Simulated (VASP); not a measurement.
Here is a VASP 6.6.1 calculation.

Contents of INCAR:

```
SYSTEM = Ge
  PREC = Accurate
  ENCUT = 520
  EDIFF = 1E-6
  ISMEAR = -1
  SIGMA = 0.05
  LREAL = .False.
  LASPH = .True.
  NELM = 100
  ALGO = Normal
  ISIF = 2
  LWAVE = .False.
  LCHARG = .False.
  GGA = VW
  NBANDS = 21
```

Contents of KPOINTS:

```
regular mesh
0
Gamma
  8 8 8
  0 0 0
```

POSCAR

```
Ge
1.0
    0.0000000000      2.8100853028      2.8100853028
    2.8100853028      0.0000000000      2.8100853028
    2.8100853028      2.8100853028      0.0000000000
Ge
2
Direct
    0.7500000000      0.7500000000      0.7500000000
    0.5000000000      0.5000000000      0.5000000000
```

Potentials or basis: VASP PAW PBE potentials, release 64 (Ge_d).

Command:

```bash
$ cat potpaw_PBE.64/Ge_d/POTCAR > POTCAR
$ mpirun -np 1 vasp_std > vasp.out
```

Question: What does it give for the pressure?

Answer: 0.1 GPa.

Question: Predict the band gap on the k mesh.

Answer: Zero (filled and empty bands touch).

Caveat: semilocal functionals underestimate gaps, so a narrow gap can read as zero; the PAW data sets were made with another functional, which shifts forces and pressure a little.

**What was measured.**

“Electronic and optical properties of SixGe1-x-ySny alloys lattice-matched to Ge”, 2021, arxiv:2109.02782 reports, for a bulk crystal of Ge at 300 K: band gap 0.807 eV (direct).

Measured gap of Ge: 0.807 eV (direct; 300 K; “Electronic and optical properties of SixGe1-x-ySny alloys lattice-matched to Ge”, 2021, arxiv:2109.02782). This calculation gives 0.00 eV (-0.81 eV). 3 values of this kind are on record (0.666 to 0.807 eV); this one was drawn at random among those near their median. Spin-orbit coupling on Ge is left out. The value is that of SVWN5 on a finite k mesh, which can miss the band edges, without temperature or zero-point motion.
